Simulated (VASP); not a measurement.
# AgB2 (P6/mmm) in VASP: further runs

Aim: see how the results for AgB2 move with the level of theory and the settings. Levels: PBE+D3(BJ), PBE+D4, BLYP+D3(BJ). Tasks: single point.

Program: VASP 6.6.1. These are calculated values, not measurements. Logs are shortened: lines on timing, memory, paths and dates and some standing lists are left out, and cuts for length are marked.

## 1. The cell of the first run

Symmetry: P6/mmm, No. 191, hexagonal system. Conventional cell: a = 2.954 Å, b = 2.954 Å, c = 3.743 Å, α = 90.00°, β = 90.00°, γ = 120.00°. Within 3.3 Å of Ag (site symmetry 6/mmm) lie 12 B at 2.53 Å and 6 Ag at 2.95 Å. Within 2.3 Å of B (site symmetry -6m2) lie 3 B at 1.71 Å.

## 2. Single point, PBE+D3(BJ)

Contents of INCAR:

```
PREC = Accurate
ENCUT = 520
EDIFF = 1E-6
ISMEAR = 0
SIGMA = 0.05
LREAL = F
LASPH = T
NELM = 60
ALGO = Normal
ISIF = 2
LWAVE = F
LCHARG = F
GGA = PE
IVDW = 12
NBANDS = 16
```

Contents of KPOINTS:

```
regular mesh
0
Gamma
  10 10 8
```

Contents of POSCAR:

```
AgB2
1.0
    2.9537580645      0.0000000000      0.0000000000
   -1.4768790322      2.5580295205      0.0000000000
    0.0000000000      0.0000000000      3.7433090847
Ag B
1 2
Direct
    0.0000000000      0.0000000000      0.0000000000
    0.3333333333      0.6666666667      0.5000000000
    0.6666666667      0.3333333333      0.5000000000
```

Potentials or basis: VASP PAW PBE potentials, release 64 (Ag, B).

Started as:

```console
> cat potpaw_PBE.64/Ag/POTCAR potpaw_PBE.64/B/POTCAR > POTCAR
> mpirun -np 1 vasp_std > vasp.out
```

OUTCAR:

```text
PREC = Accurate
   ENCUT = 520
   EDIFF = 1E-6
   ISMEAR = 0
   LREAL = F
   LASPH = T
   NELM = 60
   ISIF = 2
   GGA = PE
   IVDW = 12
 IVDW          = 12

 ion  position               nearest neighbor table
   1  0.000  0.000  0.000-   2 2.53   3 2.53   2 2.53   3 2.53   2 2.53   2 2.53   3 2.53   3 2.53
                             3 2.53   3 2.53   2 2.53   2 2.53
   2  0.333  0.667  0.500-   3 1.71   3 1.71   3 1.71   1 2.53   1 2.53   1 2.53   1 2.53   1 2.53
                             1 2.53
   3  0.667  0.333  0.500-   2 1.71   2 1.71   2 1.71   1 2.53   1 2.53   1 2.53   1 2.53   1 2.53
                             1 2.53

  LATTYP: Found a hexagonal cell.
 ALAT       =     2.9537580645
 C/A-ratio  =     1.2673038898

  Lattice vectors:

 A1 = (   2.9537580645,   0.0000000000,   0.0000000000)
 A2 = (  -1.4768790322,   2.5580295205,   0.0000000000)
 A3 = (   0.0000000000,   0.0000000000,   3.7433090847)

Analysis of symmetry for initial positions (statically):
=====================================================================
 Subroutine PRICEL returns:
 Original cell was already a primitive cell.

 Routine SETGRP: Setting up the symmetry group for a
 hexagonal supercell.

 Subroutine GETGRP returns: Found 24 space group operations
 (whereof 24 operations were pure point group operations)
 out of a pool of 24 trial point group operations.

The static configuration has the point symmetry D_6h.

Analysis of symmetry for dynamics (positions and initial velocities):
=====================================================================
 Subroutine PRICEL returns:
 Original cell was already a primitive cell.

 Routine SETGRP: Setting up the symmetry group for a
 hexagonal supercell.

 Subroutine GETGRP returns: Found 24 space group operations
 (whereof 24 operations were pure point group operations)
 out of a pool of 24 trial point group operations.

The dynamic configuration has the point symmetry D_6h.

 Subroutine INISYM returns: Found 24 space group operations
 (whereof 24 operations are pure point group operations),
 and found     1 'primitive' translations

----------------------------------------------------------------------------------------

                                     Primitive cell

  volume of cell :      28.2837

  direct lattice vectors                    reciprocal lattice vectors
     2.953758065  0.000000000  0.000000000     0.338551763  0.195462951  0.000000000
[... 91 lines left out ...]
   NSW    =      0    number of steps for IOM
   IBRION =     -1    ionic relax: 0-MD 1-quasi-New 2-CG
   NFREE  =      0    steps in history (QN), initial steepest desc. (CG)
   ISIF   =      2    stress and relaxation
   ISYM   =      2    0-nonsym 1-usesym 2-fastsym
   POTIM  = 0.5000    time-step for ionic-motion
   TEBEG  =    0.0;   TEEND  =   0.0 temperature during run
   PSTRESS=    0.0 pullay stress
   NELECT =      17.0000    total number of electrons
   NUPDOWN=      -1.0000    fix difference up-down
   EMIN   =  10.00;   EMAX   =-10.00  energy-range for DOS
   EFERMI =   0.00;   METHOD = LEGACY
   ISMEAR =     0;   SIGMA  =   0.05  broadening in eV -4-tet -1-fermi 0-gaus
   EFERMI_NEDOS =   21; number of points for ismear=-14 and -15
   IALGO  =     38    algorithm
   IMIX   =      4    mixing-type and parameters
     AMIX     =   0.40;   BMIX     =  1.00
     AMIX_MAG =   1.60;   BMIX_MAG =  1.00
  volume/ion in A,a.u.               =       9.43        63.62
  Fermi-wavevector in a.u.,A,eV,Ry     =   1.381590  2.610826 25.970666  1.908790
  Thomas-Fermi vector in A             =   2.506360
   LORBIT       =      0    0 simple, 1 ext, 2 COOP (PROOUT), +10 PAW based schemes
   GGA     = PE    functional components
   LHFCALC =     F    Hartree Fock is set to
   AEXX    =    0.0000 exact exchange contribution
   IVDW    =    12    specifies the selected vdW correction
   LEPSILON=     F    determine dielectric tensor
   LRPA    =     F    only Hartree local field effects (RPA)
 non-spin polarized calculation
 Gauss-broadening in eV      SIGMA  =   0.05
  energy-cutoff  :      520.00
  volume of cell :       28.28
 maximum number of plane-waves:       800
 NGX is ok and might be reduce to    24
   NGX = 11   NGY = 11   NGZ = 13

 number of electron      16.9999999 magnetization

 Free energy of the ion-electron system (eV)
  ---------------------------------------------------
  ext. energy  EPLUGINS =         0.00000000
  ---------------------------------------------------
  free energy    TOTEN  =       -14.30421324 eV

  energy without entropy =      -14.30362751  energy(sigma->0) =      -14.30392038

 E-fermi :   8.7037     XC(G=0): -12.6646

 val. band max:        8.6549246661   @ k =   0.3000   0.1000   0.1250
 cond. band min:       8.7943336053   @ k =   0.2000   0.0000   0.2500
 fundamental gap:      0.1394089392
 Fermi energy:         8.7037187933

 k-point     1 :       0.0000    0.0000    0.0000
  band No.  band energies     occupation
      1      -4.3929      2.00000
      2       2.4144      2.00000
      3       3.3249      2.00000
      4       3.3249      2.00000
      5       4.4785      2.00000
      6       4.4785      2.00000
[... 433 lines left out ...]
      3       2.5066      2.00000
      4       2.6576      2.00000
      5       3.7251      2.00000
      6       4.9836      2.00000
[... 8 lines left out ...]
     15      23.5397      0.00000
     16      25.0858      0.00000

 [... further k-points ...]

------------------------ aborting loop because EDIFF is reached ----------------------------------------

 Edisp (eV)   -1.11442

 E8    (eV) :    -0.4367

  FORCE on cell =-STRESS in cart. coord.  units (eV):
  Direction    XX          YY          ZZ          XY          YZ          ZX
  --------------------------------------------------------------------------------------
  -------------------------------------------------------------------------------------
  Total       2.52608     2.52608     3.62766     0.00000     0.00000     0.00000
  in kB     143.09402   143.09402   205.49510     0.00000     0.00000     0.00000
  external pressure =      163.89 kB  Pullay stress =        0.00 kB

 VOLUME and BASIS-vectors are now :
 -----------------------------------------------------------------------------
  energy-cutoff  :      520.00
  volume of cell :       28.28
      direct lattice vectors                 reciprocal lattice vectors
     2.953758065  0.000000000  0.000000000     0.338551763  0.195462951  0.000000000
    -1.476879032  2.558029520  0.000000000     0.000000000  0.390925903  0.000000000
     0.000000000  0.000000000  3.743309085     0.000000000  0.000000000  0.267143316

 POSITION                                       TOTAL-FORCE (eV/Angst)
 -----------------------------------------------------------------------------------
      0.00000      0.00000      0.00000         0.000000      0.000000     -0.000000
     -0.00000      1.70535      1.87165         0.000000     -0.000000      0.000000
      1.47688      0.85268      1.87165        -0.000000     -0.000000     -0.000000
 -----------------------------------------------------------------------------------
    total drift:                               -0.000000      0.000000      0.000000

  FREE ENERGIE OF THE ION-ELECTRON SYSTEM (eV)
  ---------------------------------------------------
  free  energy   TOTEN  =       -15.4186297205 eV

  energy  without entropy=      -15.4180439922  energy(sigma->0) =      -15.41833686
```

OSZICAR:

```text
N       E                     dE             d eps       ncg     rms          rms(c)
DAV:   1     0.673859720154E+02    0.67386E+02   -0.78531E+03  2264   0.973E+02
DAV:   2    -0.171437729986E+02   -0.84530E+02   -0.76965E+02  2856   0.220E+02
DAV:   3    -0.188454581532E+02   -0.17017E+01   -0.16967E+01  2616   0.322E+01
DAV:   4    -0.188500171706E+02   -0.45590E-02   -0.45587E-02  2848   0.177E+00
DAV:   5    -0.188500463020E+02   -0.29131E-04   -0.29131E-04  2624   0.141E-01    0.133E+01
DAV:   6    -0.147530249359E+02    0.40970E+01   -0.86618E+00  2688   0.457E+01    0.143E+01
DAV:   7    -0.143565759810E+02    0.39645E+00   -0.19113E+00  2320   0.160E+01    0.572E+00
DAV:   8    -0.143083208005E+02    0.48255E-01   -0.17473E-01  2680   0.423E+00    0.135E+00
DAV:   9    -0.143047029836E+02    0.36178E-02   -0.61887E-03  2720   0.129E+00    0.318E-01
DAV:  10    -0.143042636392E+02    0.43934E-03   -0.17416E-03  2616   0.414E-01    0.416E-02
DAV:  11    -0.143042118445E+02    0.51795E-04   -0.10541E-04  2784   0.174E-01    0.102E-02
DAV:  12    -0.143042133712E+02   -0.15267E-05   -0.12282E-05  2544   0.280E-02    0.341E-03
DAV:  13    -0.143042132429E+02    0.12832E-06   -0.33644E-07  1600   0.950E-03
   1 F= -.15418630E+02 E0= -.15418337E+02  d E =-.585728E-03
```

It used 37 s of CPU time on 1 thread of AMD EPYC 7R13 Processor (Zen 3), with other jobs on the host.

What came out:

```
Free energy                : -15.4186 eV
Pressure                   : 16.4 GPa
Dispersion energy per atom : -0.371 eV
```

Stress tensor (GPa, compression positive):
```
14.31  0.00  0.00
 0.00 14.31  0.00
 0.00  0.00 20.55
```

Levels at points of the mesh, in eV from the Fermi level:
| k point | band 4 | band 5 | band 6 | band 7 | band 8 | band 9 | band 10 | band 11 | band 12 | band 13 |
| --- | --- | --- | --- | --- | --- | --- | --- | --- | --- | --- |
| (0.00, 0.00, 0.00) | -5.38 | -4.23 | -4.23 | -4.00 | 1.27 | 1.27 | 2.67 | 7.30 | 7.30 | 9.45 |
| (0.50, 0.00, 0.00) | -6.18 | -4.55 | -3.60 | -2.68 | -2.17 | 2.53 | 3.52 | 4.59 | 6.69 | 8.79 |
| (0.00, 0.00, 0.50) | -5.17 | -5.04 | -4.48 | -4.48 | 0.73 | 0.73 | 8.74 | 9.09 | 9.09 | 9.53 |
| (0.50, 0.00, 0.50) | -5.59 | -4.25 | -3.58 | -3.30 | -2.19 | -0.11 | 1.38 | 6.43 | 10.24 | 10.55 |

Caveat: three body term missing; pairwise dispersion overbinds metals, which lowers pressure and volume.

## 3. Single point, PBE+D4

Contents of INCAR:

```
SYSTEM = AgB2
PREC     = Accurate       ! precision mode
ENCUT    = 520            ! plane-wave cutoff, eV
EDIFF    = 1E-6           ! SCF threshold, eV
ISMEAR   = 0              ! smearing method
SIGMA    = 0.05           ! smearing width, eV
LREAL    = .FALSE.        ! projectors in reciprocal space
LASPH    = .TRUE.         ! aspherical terms in the spheres
NELM     = 100            ! most SCF steps
ALGO     = Normal         ! electronic algorithm
ISIF     = 2              ! what is computed and relaxed
LWAVE    = .FALSE.        ! write WAVECAR
LCHARG   = .FALSE.        ! write CHGCAR
GGA      = PE             ! functional
IVDW     = 13             ! dispersion correction
NBANDS   = 16             ! bands
```

Contents of KPOINTS:

```
Automatic mesh
0
G
  10 10 8
  0 0 0
```

Contents of POSCAR:

```
AgB2
1.0
    2.9351961358      0.0000000000      0.0000000000
   -1.4675980679      2.5419544187      0.0000000000
    0.0000000000      0.0000000000      3.7908035183
Ag B
1 2
Direct
    0.0000000000      0.0000000000      0.0000000000
    0.3333333333      0.6666666667      0.5000000000
    0.6666666667      0.3333333333      0.5000000000
```

Potentials or basis: VASP PAW PBE potentials, release 64 (Ag, B).

Started as:

```console
> cat potpaw_PBE.64/Ag/POTCAR potpaw_PBE.64/B/POTCAR > POTCAR
> mpirun -np 1 vasp_std > vasp.out
```

OUTCAR:

```text
SYSTEM = AgB2
   PREC = Accurate
   ENCUT = 520
   EDIFF = 1E-6
   ISMEAR = 0
   LREAL = .FALSE.
   LASPH = .TRUE.
   NELM = 100
   ISIF = 2
   GGA = PE
   IVDW = 13

 ion  position               nearest neighbor table
   1  0.000  0.000  0.000-   2 2.54   3 2.54   2 2.54   3 2.54   3 2.54   3 2.54   2 2.54   2 2.54
                             3 2.54   3 2.54   2 2.54   2 2.54
   2  0.333  0.667  0.500-   3 1.69   3 1.69   3 1.69   1 2.54   1 2.54   1 2.54   1 2.54   1 2.54
                             1 2.54
   3  0.667  0.333  0.500-   2 1.69   2 1.69   2 1.69   1 2.54   1 2.54   1 2.54   1 2.54   1 2.54
                             1 2.54

  LATTYP: Found a hexagonal cell.
 ALAT       =     2.9351961358
 C/A-ratio  =     1.2914992194

  Lattice vectors:

 A1 = (   2.9351961358,   0.0000000000,   0.0000000000)
 A2 = (  -1.4675980679,   2.5419544187,   0.0000000000)
 A3 = (   0.0000000000,   0.0000000000,   3.7908035183)

Analysis of symmetry for initial positions (statically):
=====================================================================
 Subroutine PRICEL returns:
 Original cell was already a primitive cell.

 Routine SETGRP: Setting up the symmetry group for a
 hexagonal supercell.

 Subroutine GETGRP returns: Found 24 space group operations
 (whereof 24 operations were pure point group operations)
 out of a pool of 24 trial point group operations.

The static configuration has the point symmetry D_6h.

Analysis of symmetry for dynamics (positions and initial velocities):
=====================================================================
 Subroutine PRICEL returns:
 Original cell was already a primitive cell.

 Routine SETGRP: Setting up the symmetry group for a
 hexagonal supercell.

 Subroutine GETGRP returns: Found 24 space group operations
 (whereof 24 operations were pure point group operations)
 out of a pool of 24 trial point group operations.

The dynamic configuration has the point symmetry D_6h.

 Subroutine INISYM returns: Found 24 space group operations
 (whereof 24 operations are pure point group operations),
 and found     1 'primitive' translations

[... 121 lines left out ...]
   GGA     = PE    functional components
   LHFCALC =     F    Hartree Fock is set to
   AEXX    =    0.0000 exact exchange contribution
   IVDW    =    13    specifies the selected vdW correction
   LEPSILON=     F    determine dielectric tensor
   LRPA    =     F    only Hartree local field effects (RPA)
 non-spin polarized calculation
 Gauss-broadening in eV      SIGMA  =   0.05
  energy-cutoff  :      520.00
  volume of cell :       28.28
 maximum number of plane-waves:       806
 NGX is ok and might be reduce to    24
   NGX = 11   NGY = 11   NGZ = 15

 number of electron      17.0000000 magnetization

 Free energy of the ion-electron system (eV)
  ---------------------------------------------------
  ext. energy  EPLUGINS =         0.00000000
  ---------------------------------------------------
  free energy    TOTEN  =       -14.31258038 eV

  energy without entropy =      -14.31200145  energy(sigma->0) =      -14.31229092

 E-fermi :   8.6820     XC(G=0): -12.6599

 val. band max:        8.6601996706   @ k =   0.1000   0.1000   0.1250
 cond. band min:       8.7520201618   @ k =   0.4000   0.1000   0.2500
 fundamental gap:      0.0918204912
 Fermi energy:         8.6820143170

 k-point     1 :       0.0000    0.0000    0.0000
  band No.  band energies     occupation
      1      -4.4042      2.00000
      2       2.3463      2.00000
      3       3.3220      2.00000
      4       3.3220      2.00000
      5       4.4783      2.00000
      6       4.4783      2.00000
[... 433 lines left out ...]
      3       2.4677      2.00000
      4       2.6233      2.00000
      5       3.7321      2.00000
      6       4.9896      2.00000
[... 8 lines left out ...]
     15      23.5144      0.00000
     16      25.3270      0.00000

 [... further k-points ...]

------------------------ aborting loop because EDIFF is reached ----------------------------------------

  DFT-D4 for vdW energy calculation

  Edisp (eV):   -1.27025

  FORCE on cell =-STRESS in cart. coord.  units (eV):
  Direction    XX          YY          ZZ          XY          YZ          ZX
  --------------------------------------------------------------------------------------
  -------------------------------------------------------------------------------------
  Total       2.89379     2.89379     2.86007     0.00000     0.00000     0.00000
  in kB     163.92352   163.92352   162.01366     0.00000     0.00000     0.00000
  external pressure =      163.29 kB  Pullay stress =        0.00 kB

 VOLUME and BASIS-vectors are now :
 -----------------------------------------------------------------------------
  energy-cutoff  :      520.00
  volume of cell :       28.28
      direct lattice vectors                 reciprocal lattice vectors
     2.935196136  0.000000000  0.000000000     0.340692735  0.196699042  0.000000000
    -1.467598068  2.541954419  0.000000000     0.000000000  0.393398085  0.000000000
     0.000000000  0.000000000  3.790803518     0.000000000  0.000000000  0.263796315

 POSITION                                       TOTAL-FORCE (eV/Angst)
 -----------------------------------------------------------------------------------
      0.00000      0.00000      0.00000         0.000000      0.000000      0.000000
     -0.00000      1.69464      1.89540         0.000000     -0.000000     -0.000000
      1.46760      0.84732      1.89540        -0.000000      0.000000      0.000000
 -----------------------------------------------------------------------------------
    total drift:                               -0.000000      0.000000      0.000000

  FREE ENERGIE OF THE ION-ELECTRON SYSTEM (eV)
  ---------------------------------------------------
  free  energy   TOTEN  =       -15.5828321488 eV

  energy  without entropy=      -15.5822532202  energy(sigma->0) =      -15.58254268
```

Wall time 47 s (1 thread of AMD EPYC 7R13 (Zen 3), shared host); peak memory 0.13 GiB.

Results:

```
Free energy                : -15.5828 eV
Pressure                   : 16.3 GPa
Dispersion energy per atom : -0.423 eV
```

Caveat: pairwise dispersion overbinds metals, which lowers pressure and volume.

[end of part 1 of 2]
